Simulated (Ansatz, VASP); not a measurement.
# CaC: VASP beside Ansatz

```xyz
4
Lattice="1.7013 -6.9516 0.0000 1.7013 6.9516 0.0000 0.0000 0.0000 2.7656" Properties=species:S:1:pos:R:3 pbc="T T T"
Ca    1.7013   -5.2675    2.0742
Ca    1.7013    5.2675    0.6914
C     1.7013   -0.3509    2.0742
C     1.7013    0.3509    0.6914
```

Alike in both runs: functional PBE; k mesh 6 × 6 × 4; occupations gaussian, width 0.1 eV; no spin polarisation.

Ansatz relaxed the structure, and its values are those at the end. VASP's run is a single point on that final structure, the one shown.

|  | VASP | Ansatz |
| --- | --- | --- |
| version | VASP 6.6.1 | Ansatz 0.2.0 |
| potentials or method | VASP PAW PBE potentials, release 64 (Ca_sv, C), cutoff 520 eV | scalar-relativistic, plane waves, PAW |
| valence electrons in the cell | 28 | 28 |

```csv
,VASP,Ansatz,Ansatz less VASP
gap on the k mesh at the Fermi level (eV),none,none,-
pressure (GPa),0.5,0.1,-0.39
rms of the force components (eV/Å),0.014,0.005,-0.0097
```

A gap of «none» marks a metal or a gap that the smearing closes. With one functional, cell and mesh, what is left measures potentials, basis and numerics.

The k mesh is coarse, so the values compare programs but aren't converged.
